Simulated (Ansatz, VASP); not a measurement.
# MgS5 in VASP and in Ansatz

```
Mg S
1.0
     3.20676    0.00000    0.00000
    -1.60338    2.77713    0.00000
     0.00000    0.00000   14.48950
Mg S
1 5
Cartesian
  0.0000 0.0000 0.0000
  1.6034 0.9257 12.6832
  0.0000 0.0000 8.8605
  1.6034 0.9257 7.2447
  0.0000 0.0000 5.6290
  1.6034 0.9257 1.8063
```

Change from the starting cell: species swapped into the Mg5Cd type (P-6m2, No. 187).

Alike in both runs: task relaxation of cell and atoms; functional PBE; k mesh 12 × 12 × 4; occupations gaussian, width 0.1 eV; no spin polarisation.

|  | VASP | Ansatz |
| --- | --- | --- |
| version | VASP 6.6.1 | Ansatz 0.2.0 |
| potentials or method | VASP PAW PBE potentials, release 64 (Mg, S), cutoff 600 eV | scalar-relativistic, plane waves, PAW |
| valence electrons in the cell | 32 | 40 |

Ansatz gave:

| Item | Value |
| --- | --- |
| gap on the k mesh at the Fermi level, each at its own relaxed structure (eV) | none |
| relaxed volume (Å³/atom) | 20.82 |
| relaxed cell length with the largest relative difference (Å) | 13.956 |

Task: Which values does VASP return?

Result: gap on the k mesh at the Fermi level, each at its own relaxed structure (eV): none; relaxed volume (Å³/atom): 20.73; relaxed cell length with the largest relative difference (Å): 13.922.

A gap of «none» marks a metal or a gap that the smearing closes. VASP's potentials hold 32 valence electrons a cell and Ansatz's 40, so a difference there can come from the potentials and not from the codes.
